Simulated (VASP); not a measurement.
# Ga4SeS3 (Pmn2_1) in VASP: single point with PBE+D3(BJ)

Aim: the single point of Ga4SeS3 with PBE+D3(BJ).

Everything below comes from runs of VASP 6.6.1. Logs are shortened: lines on timing, memory, paths and dates and some standing lists are left out, and cuts for length are marked.

**1. The cell of the first run**

Symmetry: Pmn2_1, No. 31, orthorhombic system. Conventional cell: a = 3.619 Å, b = 6.269 Å, c = 15.648 Å, α = 90.00°, β = 90.00°, γ = 90.00°. Ga (site symmetry m) has 2 Se at 2.36 Å and 1 S at 2.36 Å and 1 Ga at 2.50 Å within 3.1 Å. Within 3.1 Å of Ga (site symmetry m) lie 2 S at 2.36 Å and 1 Se at 2.36 Å and 1 Ga at 2.50 Å. Within 3.1 Å of Ga (site symmetry m) lie 3 S at 2.36 Å and 1 Ga at 2.50 Å. Within 3.1 Å of Ga (site symmetry m) lie 3 S at 2.36 Å and 1 Ga at 2.50 Å. Se (site symmetry m) has 3 Ga at 2.36 Å within 3.1 Å. Within 3.1 Å of S (site symmetry m) lie 3 Ga at 2.36 Å. Within 3.1 Å of S (site symmetry m) lie 3 Ga at 2.36 Å. Within 3.1 Å of S (site symmetry m) lie 3 Ga at 2.36 Å.

**2. Single point, PBE+D3(BJ)**

Contents of INCAR:

```
SYSTEM = Ga4SeS3
ALGO = Normal ; EDIFF = 1E-7
ENCUT = 520 ; GGA = PE
ISIF = 2 ; ISMEAR = 0
IVDW = 12 ; LASPH = .True.
LCHARG = .True. ; LELF = .True.
LREAL = Auto ; LVHAR = .True.
LWAVE = .False. ; NBANDS = 90
NELM = 100 ; PREC = Accurate
SIGMA = 0.1
```

Contents of KPOINTS:

```
k-points
0
Gamma
  6 6 2
  0 0 0
```

Contents of POSCAR:

```
Ga4SeS3
1.0
    7.2384310200      0.0000000000      0.0000000000
   -1.8096077500      3.1343325700      0.0000000000
    0.0000000000      0.0000000000     15.6479331600
Ga Se S
8 2 6
Direct
    0.1666666700      0.6666666700      0.1700000000
    0.6666666700      0.6666666700      0.1700000000
    0.3333333300      0.3333333300      0.6700000000
    0.8333333300      0.3333333300      0.6700000000
    0.1666666700      0.6666666700      0.3300000000
    0.6666666700      0.6666666700      0.3300000000
    0.3333333300      0.3333333300      0.8300000000
    0.8333333300      0.3333333300      0.8300000000
    0.1666666700      0.6666666700      0.6000000000
    0.3333333300      0.3333333300      0.1000000000
    0.6666666700      0.6666666700      0.6000000000
    0.8333333300      0.3333333300      0.1000000000
    0.1666666700      0.6666666700      0.9000000000
    0.6666666700      0.6666666700      0.9000000000
    0.3333333300      0.3333333300      0.4000000000
    0.8333333300      0.3333333300      0.4000000000
```

Potentials or basis: VASP PAW PBE potentials, release 64 (Ga_d, Se, S).

The run is started by

```console
$ cat potpaw_PBE.64/Ga_d/POTCAR potpaw_PBE.64/Se/POTCAR potpaw_PBE.64/S/POTCAR > POTCAR
$ mpirun -np 1 vasp_std > vasp.out
```

OUTCAR:

```text
SYSTEM = Ga4SeS3
   EDIFF = 1E-7
   ENCUT = 520
   GGA = PE
   ISIF = 2
   ISMEAR = 0
   IVDW = 12
   LASPH = .True.
   LREAL = Auto
   NELM = 100
   PREC = Accurate
 IVDW          = 12

 ion  position               nearest neighbor table
   1  0.167  0.667  0.170-  10 2.36  10 2.36  12 2.36   5 2.50
   2  0.667  0.667  0.170-  12 2.36  12 2.36  10 2.36   6 2.50
   3  0.333  0.333  0.670-   9 2.36   9 2.36  11 2.36   7 2.50
   4  0.833  0.333  0.670-  11 2.36  11 2.36   9 2.36   8 2.50
   5  0.167  0.667  0.330-  15 2.36  15 2.36  16 2.36   1 2.50
   6  0.667  0.667  0.330-  16 2.36  16 2.36  15 2.36   2 2.50
   7  0.333  0.333  0.830-  13 2.36  13 2.36  14 2.36   3 2.50
   8  0.833  0.333  0.830-  14 2.36  14 2.36  13 2.36   4 2.50
   9  0.167  0.667  0.600-   3 2.36   3 2.36   4 2.36
  10  0.333  0.333  0.100-   1 2.36   1 2.36   2 2.36
  11  0.667  0.667  0.600-   4 2.36   4 2.36   3 2.36
  12  0.833  0.333  0.100-   2 2.36   2 2.36   1 2.36
  13  0.167  0.667  0.900-   7 2.36   7 2.36   8 2.36
  14  0.667  0.667  0.900-   8 2.36   8 2.36   7 2.36
  15  0.333  0.333  0.400-   5 2.36   5 2.36   6 2.36
  16  0.833  0.333  0.400-   6 2.36   6 2.36   5 2.36

  Warning from LATTYP: Monoclinic adjustment (A1->A3, A2->A1, A3->A2)!
  LATTYP: Found a simple orthorhombic cell.
 ALAT       =     3.6192155045
 B/A-ratio  =     1.7320508109
 C/A-ratio  =     4.3235704369

  Lattice vectors:

 A1 = (   1.8096077500,  -3.1343325700,   0.0000000000)
 A2 = (   5.4288232700,   3.1343325700,   0.0000000000)
 A3 = (   0.0000000000,   0.0000000000,  15.6479331600)

Analysis of symmetry for initial positions (statically):
=====================================================================
 Subroutine PRICEL returns:
 Original cell was already a primitive cell.

 Routine SETGRP: Setting up the symmetry group for a
 simple orthorhombic supercell.

 Subroutine GETGRP returns: Found  4 space group operations
 (whereof  2 operations were pure point group operations)
 out of a pool of  8 trial point group operations.

The static configuration has the point symmetry C_1h.
 The point group associated with its full space group is C_2v.

Analysis of symmetry for dynamics (positions and initial velocities):
=====================================================================
 Subroutine PRICEL returns:
 Original cell was already a primitive cell.

 Routine SETGRP: Setting up the symmetry group for a
 simple orthorhombic supercell.

 Subroutine GETGRP returns: Found  4 space group operations
 (whereof  2 operations were pure point group operations)
 out of a pool of  8 trial point group operations.

The dynamic configuration has the point symmetry C_1h.
 The point group associated with its full space group is C_2v.

 Subroutine INISYM returns: Found  4 space group operations
 (whereof  2 operations are pure point group operations),
 and found     1 'primitive' translations

----------------------------------------------------------------------------------------

                                     Primitive cell

  volume of cell :     355.0148

  direct lattice vectors                    reciprocal lattice vectors
     7.238431020  0.000000000  0.000000000     0.138151486  0.079761797  0.000000000
    -1.809607750  3.134332570  0.000000000     0.000000000  0.319047190  0.000000000
     0.000000000  0.000000000 15.647933160     0.000000000  0.000000000  0.063906203

  length of vectors
     7.238431020  3.619215505 15.647933160     0.159523595  0.319047190  0.063906203

  position of ions in fractional coordinates (direct lattice)
     0.166666670  0.666666670  0.170000000
     0.666666670  0.666666670  0.170000000
     0.333333330  0.333333330  0.670000000
     0.833333330  0.333333330  0.670000000
     0.166666670  0.666666670  0.330000000
     0.666666670  0.666666670  0.330000000
[... 8 lines left out ...]
     0.333333330  0.333333330  0.400000000
     0.833333330  0.333333330  0.400000000

  ion indices of the primitive-cell ions
   primitive index   ion index
                 1           1
                 2           2
                 3           3
                 4           4
                 5           5
                 6           6
[... 8 lines left out ...]
                15          15
                16          16

----------------------------------------------------------------------------------------

 KPOINTS: k-points

Automatic generation of k-mesh.
 Grid dimensions read from file:
 generate k-points for:    6    6    2

 Generating k-lattice:

  Cartesian coordinates                     Fractional coordinates (reciprocal lattice)
     0.023025248  0.013293633  0.000000000     0.166666667  0.000000000  0.000000000
     0.000000000  0.053174532  0.000000000     0.000000000  0.166666667  0.000000000
     0.000000000  0.000000000  0.031953102     0.000000000  0.000000000  0.500000000

  Length of vectors
     0.026587266  0.053174532  0.031953102

  Shift w.r.t. Gamma in fractional coordinates (k-lattice)
     0.000000000  0.000000000  0.000000000

 Subroutine IBZKPT returns following result:
 ===========================================

 Found     32 irreducible k-points:

 Following reciprocal coordinates:
            Coordinates               Weight
  0.000000  0.000000  0.000000      1.000000
  0.166667 -0.000000  0.000000      2.000000
  0.333333 -0.000000  0.000000      2.000000
  0.500000  0.000000  0.000000      1.000000
  0.000000  0.166667  0.000000      4.000000
  0.166667  0.166667  0.000000      4.000000
[... 16 lines left out ...]
  0.333333  0.166667  0.500000      2.000000
 -0.166667  0.166667  0.500000      2.000000
 [... further k-points ...]
   k-points           NKPTS =     32   k-points in BZ     NKDIM =     32   number of bands    NBANDS=     90
   number of dos      NEDOS =    301   number of ions     NIONS =     16
   total plane-waves  NPLWV = 181440
   dimension x,y,z NGX =    54 NGY =   28 NGZ =  120
   dimension x,y,z NGXF=   108 NGYF=   56 NGZF=  240
   ions per type =               8   2   6
   NGX,Y,Z   is equivalent  to a cutoff of  12.40, 12.86, 12.75 a.u.
   NGXF,Y,Z  is equivalent  to a cutoff of  24.80, 25.72, 25.50 a.u.
 SYSTEM =  Ga4SeS3
   PREC   = accura    normal or accurate (medium, high low for compatibility)
   ISTART =      0    job   : 0-new  1-cont  2-samecut
   ICHARG =      2    charge: 1-file 2-atom 10-const
   ISPIN  =      1    spin polarized calculation?
   LNONCOLLINEAR =      F non collinear calculations
   LSORBIT =      F    spin-orbit coupling
   LASPH  =      T    aspherical Exc in radial PAW
   ENCUT  =  520.0 eV  38.22 Ry    6.18 a.u.  13.46  6.73 29.09*2*pi/ulx,y,z
   NELM   =    100;   NELMIN=  2; NELMDL= -5     # of ELM steps
   EDIFF  = 0.1E-06   stopping-criterion for ELM
   LREAL  =      T    real-space projection
   EDIFFG = 0.1E-05   stopping-criterion for IOM
   NSW    =      0    number of steps for IOM
   IBRION =     -1    ionic relax: 0-MD 1-quasi-New 2-CG
   NFREE  =      0    steps in history (QN), initial steepest desc. (CG)
   ISIF   =      2    stress and relaxation
   ISYM   =      2    0-nonsym 1-usesym 2-fastsym
   POTIM  = 0.5000    time-step for ionic-motion
   TEBEG  =    0.0;   TEEND  =   0.0 temperature during run
   PSTRESS=    0.0 pullay stress
   NELECT =     152.0000    total number of electrons
   NUPDOWN=      -1.0000    fix difference up-down
   EMIN   =  10.00;   EMAX   =-10.00  energy-range for DOS
   EFERMI =   0.00;   METHOD = LEGACY
   ISMEAR =     0;   SIGMA  =   0.10  broadening in eV -4-tet -1-fermi 0-gaus
   EFERMI_NEDOS =   21; number of points for ismear=-14 and -15
   IALGO  =     38    algorithm
   IMIX   =      4    mixing-type and parameters
     AMIX     =   0.40;   BMIX     =  1.00
     AMIX_MAG =   1.60;   BMIX_MAG =  1.00
  volume/ion in A,a.u.               =      22.19       149.73
  Fermi-wavevector in a.u.,A,eV,Ry     =   1.233883  2.331700 20.714413  1.522466
  Thomas-Fermi vector in A             =   2.368595
   LORBIT       =      0    0 simple, 1 ext, 2 COOP (PROOUT), +10 PAW based schemes
   GGA     = PE    functional components
   LHFCALC =     F    Hartree Fock is set to
   AEXX    =    0.0000 exact exchange contribution
   IVDW    =    12    specifies the selected vdW correction
   LEPSILON=     F    determine dielectric tensor
   LRPA    =     F    only Hartree local field effects (RPA)
 non-spin polarized calculation
 Gauss-broadening in eV      SIGMA  =   0.10
  energy-cutoff  :      520.00
  volume of cell :      355.01
 maximum number of plane-waves:      9600
 NGX is ok and might be reduce to    54
   NGX = 27   NGY = 13   NGZ = 59

 number of electron     151.9999946 magnetization

 Free energy of the ion-electron system (eV)
  ---------------------------------------------------
  ext. energy  EPLUGINS =         0.00000000
  ---------------------------------------------------
  free energy    TOTEN  =       -64.53324471 eV

  energy without entropy =      -64.53324471  energy(sigma->0) =      -64.53324471

 E-fermi :   4.3524     XC(G=0):  -9.4482

 val. band max:        3.8809431564   @ k =   0.0000   0.0000   0.0000
 cond. band min:       5.3252711347   @ k =   0.0000   0.0000   0.0000
 fundamental gap:      1.4443279783
 Fermi energy:         4.3523940197

 k-point     1 :       0.0000    0.0000    0.0000
  band No.  band energies     occupation
      1     -11.4025      2.00000
      2     -11.4006      2.00000
      3     -11.2133      2.00000
      4     -11.2113      2.00000
      5     -11.1562      2.00000
      6     -11.1537      2.00000
[... 80 lines left out ...]
     87       7.8134      0.00000
     88       8.0424      0.00000

 k-point     2 :       0.1667   -0.0000    0.0000
  band No.  band energies     occupation
      1     -11.3962      2.00000
      2     -11.3939      2.00000
      3     -11.2061      2.00000
      4     -11.2040      2.00000
      5     -11.1708      2.00000
      6     -11.1678      2.00000
[... 1991 lines left out ...]
     87       8.1379      0.00000
     88       8.1379      0.00000

 k-point    24 :      -0.1667    0.1667    0.5000
  band No.  band energies     occupation
      1     -11.4073      2.00000
      2     -11.4073      2.00000
      3     -11.2178      2.00000
      4     -11.2178      2.00000
      5     -11.1930      2.00000
      6     -11.1930      2.00000
[... 80 lines left out ...]
     87       8.0420      0.00000
     88       8.0420      0.00000

 [... further k-points ...]

 [bands above 88 left out]

------------------------ aborting loop because EDIFF is reached ----------------------------------------

 Edisp (eV)   -4.45644

 E8    (eV) :    -1.8800

  FORCE on cell =-STRESS in cart. coord.  units (eV):
  Direction    XX          YY          ZZ          XY          YZ          ZX
  --------------------------------------------------------------------------------------
  -------------------------------------------------------------------------------------
  Total       3.25125     3.42033    -1.44664    -0.14643     0.00000     0.00000
  in kB      14.67285    15.43590    -6.52865    -0.66082     0.00000     0.00000
  external pressure =        7.86 kB  Pullay stress =        0.00 kB

 VOLUME and BASIS-vectors are now :
 -----------------------------------------------------------------------------
  energy-cutoff  :      520.00
  volume of cell :      355.01
      direct lattice vectors                 reciprocal lattice vectors
     7.238431020  0.000000000  0.000000000     0.138151486  0.079761797  0.000000000
    -1.809607750  3.134332570  0.000000000     0.000000000  0.319047190  0.000000000
     0.000000000  0.000000000 15.647933160     0.000000000  0.000000000  0.063906203

 POSITION                                       TOTAL-FORCE (eV/Angst)
 -----------------------------------------------------------------------------------
      0.00000      2.08956      2.66015        -0.744271     -0.429705      1.190579
      3.61922      2.08956      2.66015         0.749356      0.432641      0.695649
      1.80961      1.04478     10.48412         0.744271      0.429705      1.190579
      5.42882      1.04478     10.48412        -0.749356     -0.432641      0.695649
      0.00000      2.08956      5.16382        -0.057704     -0.033315     -0.239889
      3.61922      2.08956      5.16382         0.057680      0.033302     -0.177322
[... 8 lines left out ...]
      1.80961      1.04478      6.25917         0.023225      0.013409     -0.149159
      5.42882      1.04478      6.25917        -0.021681     -0.012518     -0.113654
 -----------------------------------------------------------------------------------
    total drift:                               -0.000000     -0.000001      0.000547

  FREE ENERGIE OF THE ION-ELECTRON SYSTEM (eV)
  ---------------------------------------------------
  free  energy   TOTEN  =       -68.9896851661 eV

  energy  without entropy=      -68.9896851661  energy(sigma->0) =      -68.98968517
```

It took 20 min on 1 thread of AMD EPYC 9R45 (Zen 5), shared host; peak memory 0.8 GiB.

What came out:

| Property | Result |
| --- | --- |
| Free energy | -68.9897 eV |
| Pressure | 0.8 GPa |
| Largest force | 1.468 eV/Å |
| Band gap on the k mesh | 1.44 eV |
| Dispersion energy per atom | -0.279 eV |

Forces in eV/Å, atoms in the order of the input:
```
Ga  -0.744 -0.430  1.191
Ga   0.749  0.433  0.696
Ga   0.744  0.430  1.191
Ga  -0.749 -0.433  0.696
Ga  -0.058 -0.033 -0.240
Ga   0.058  0.033 -0.177
Ga   0.058  0.033 -0.240
Ga  -0.058 -0.033 -0.177
Se   0.023  0.013 -1.401
Se  -0.023 -0.013 -1.401
S   -0.015 -0.009  0.195
S    0.015  0.009  0.195
S   -0.023 -0.013 -0.149
S    0.022  0.013 -0.114
S    0.023  0.013 -0.149
S   -0.022 -0.013 -0.114
```

Stress tensor (GPa, compression positive):
```
 1.47 -0.07  0.00
-0.07  1.54  0.00
 0.00  0.00 -0.65
```

Caveat: forces of over 1 eV/Å act on the atoms, so gaps and moduli don't describe the material at rest. A k mesh can miss the band edges.
